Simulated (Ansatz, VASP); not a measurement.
## Two plane-wave programs on Cu

```xyz
1
Lattice="0.0000 1.9746 1.4500 1.9746 0.0000 1.4500 1.9746 1.9746 0.0000" Properties=species:S:1:pos:R:3 pbc="T T T"
Cu    0.0000    0.0000    0.0000
```

Alike in both runs: task single point; functional PBE; k mesh 24 × 24 × 24; occupations gaussian, width 0.15 eV; no spin polarisation.

|  | VASP | Ansatz |
| --- | --- | --- |
| version | VASP 6.6.1 | Ansatz 0.2.0 |
| potentials or method | VASP PAW PBE potentials, release 64 (Cu), cutoff 520 eV | scalar-relativistic, plane waves, PAW |
| valence electrons in the cell | 11 | 19 |

VASP gave:

| Item | Value |
| --- | --- |
| gap on the k mesh at the Fermi level (eV) | none |
| pressure (GPa) | 10.2 |
| traceless stress, the component that is largest in VASP (GPa) | 0.40 |

Estimate Ansatz's values.

gap on the k mesh at the Fermi level (eV): none; pressure (GPa): 9.5; traceless stress, the component that is largest in VASP (GPa): 0.39.

A gap of «none» marks a metal or a gap that the smearing closes. The functional is the same, so the differences come from potentials, cutoffs and numerics. VASP's potentials hold 11 valence electrons a cell and Ansatz's 19, so a difference there can come from the potentials and not from the codes.
